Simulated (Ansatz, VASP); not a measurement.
## HfSiO4 in VASP and in Ansatz

```
CELL_PARAMETERS angstrom
-3.28625 3.28625 2.98160
3.28625 -3.28625 2.98160
3.28625 3.28625 -2.98160
ATOMIC_POSITIONS crystal
Hf 0.00000 0.00000 0.00000
Hf 0.75000 0.25000 0.50000
Si 0.50000 0.50000 0.00000
Si 0.25000 0.75000 0.50000
O 0.68020 0.49570 0.81550
O 0.24570 0.93020 0.31550
O 0.68020 0.86470 0.18450
O 0.61470 0.93020 0.68450
O 0.06980 0.38530 0.31550
O 0.50430 0.31980 0.18450
O 0.06980 0.75430 0.68450
O 0.13530 0.31980 0.81550
```

Alike in both runs: task single point; functional PBE; k mesh 6 × 6 × 6; occupations gaussian, width 0.015 eV; no spin polarisation.

```csv
,VASP,Ansatz
version,VASP 6.6.1,Ansatz 0.2.0
potentials or method,"VASP PAW PBE potentials, release 64 (Hf_pv, Si, O)",Ansatz PAW
plane-wave cutoff (eV),600,420
valence electrons in the cell,76,108
```

```csv
,VASP,Ansatz,Ansatz less VASP
gap on the k mesh at the Fermi level (eV),5.41,5.46,+0.054
least direct gap on the mesh (eV),5.77,5.82,+0.049
pressure (GPa),5.5,7.5,+1.98
"traceless stress, the component that is largest in VASP (GPa)",0.76,0.53,-0.230
rms of the force components (eV/Å),0.248,0.158,-0.0901
```

Atom by atom the forces differ by 0.091 eV/Å (rms over components). VASP's potentials hold 76 valence electrons a cell and Ansatz's 108, so a difference there can come from the potentials and not from the codes.

Neither program's run includes spin-orbit coupling.
